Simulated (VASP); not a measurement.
Input of a VASP 6.6.1 run:

File INCAR:

```
SYSTEM = In3Sb
PREC = Accurate
ENCUT = 500
EDIFF = 1E-6
ISMEAR = 0
SIGMA = 0.1
LREAL = .False.
LASPH = .True.
NELM = 120
ALGO = Normal
ISIF = 2
LWAVE = .False.
LCHARG = .True.
GGA = PS
LELF = .True.
LVHAR = .True.
NBANDS = 30
GGA_COMPAT = .False.
```

The input KPOINTS:

```
Automatic mesh
0
Gamma
  10 10 10
  0 0 0
```

POSCAR

```
In3Sb
1.0
    4.7704353001      0.0000000000      0.0000000000
    0.0000000000      4.7704353001      0.0000000000
    0.0000000000      0.0000000000      4.7704353001
In Sb
3 1
Direct
    0.5000000000      0.5000000000      0.0000000000
    0.5000000000      0.0000000000      0.5000000000
    0.0000000000      0.5000000000      0.5000000000
    0.0000000000      0.0000000000      0.0000000000
```

Potentials or basis: VASP PAW PBE potentials, release 64 (In_d, Sb).

Launch:

```sh
$ cat potpaw_PBE.64/In_d/POTCAR potpaw_PBE.64/Sb/POTCAR > POTCAR
$ mpirun -np 1 vasp_std > vasp.out
```

Q: Predict the band gap on the k mesh.

A: Zero (band 22 reaches 7.68 eV, above the bottom of band 23 at 3.94 eV).

Q: Estimate the pressure.

A: -1.3 GPa.

Caveat: the PAW data sets were made with another functional, which shifts forces and pressure a little; spin-orbit coupling is left out, which moves the levels of the heavy elements.
